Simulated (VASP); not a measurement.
Write the native input for VASP 6.6.1 that does the following.

* Task: single point
* Functional: PBE
* Potentials or basis: VASP PAW PBE potentials, release 64 (Al, N)
* Cutoff: 520 eV
* k mesh: 10 × 10 × 10
* Occupations: fermi-dirac, width 0.02 eV
* Spin: no spin polarisation
* Dipole correction: no
* Further INCAR settings: ALGO = Normal; EDIFF = 1e-06; NBANDS = 11

The structure of AlN lies in POSCAR:

```
AlN
1.0
    0.0000000000      2.1914311150      2.1848764855
    2.1848764855      0.0000000000      2.1848764855
    2.1848764855      2.1914311150      0.0000000000
Al N
1 1
Direct
    0.0000000000      0.0000000000      0.0000000000
    0.7500000000      0.7500000000      0.7500000000
```

This cell differs from its parent crystal: uniaxial y strain +0.3%.

The input as run:

INCAR

```
SYSTEM = AlN
ALGO     = Normal         ! electronic algorithm
EDIFF    = 1E-6           ! SCF threshold, eV
ENCUT    = 520            ! plane-wave cutoff, eV
GGA      = PE             ! functional
ISIF     = 2              ! what is computed and relaxed
ISMEAR   = -1             ! smearing method
LASPH    = .TRUE.         ! aspherical terms in the spheres
LCHARG   = .FALSE.        ! write CHGCAR
LREAL    = .FALSE.        ! projectors in reciprocal space
LWAVE    = .FALSE.        ! write WAVECAR
NBANDS   = 11             ! bands
NELM     = 80             ! most SCF steps
PREC     = Accurate       ! precision mode
SIGMA    = 0.02           ! smearing width, eV
```

KPOINTS

```
k-points
0
G
  10 10 10
  0 0 0
```

Potentials or basis: VASP PAW PBE potentials, release 64 (Al, N).

Run with:

```console
$ cat potpaw_PBE.64/Al/POTCAR potpaw_PBE.64/N/POTCAR > POTCAR
$ mpirun -np 1 vasp_std > vasp.out
```

Results of the run:

```json
{
 "Pressure": "3.7 GPa",
 "Band gap on the k mesh": "3.31 eV, indirect (least direct gap 4.15 eV)"
}
```

Caveat: the cell differs from its parent crystal (uniaxial y strain +0.3%).

Run time: 5.7 s on 1 thread of Intel(R) Xeon(R) 6975P-C (Granite Rapids), with other jobs on the host, peak memory 0.14 GiB.
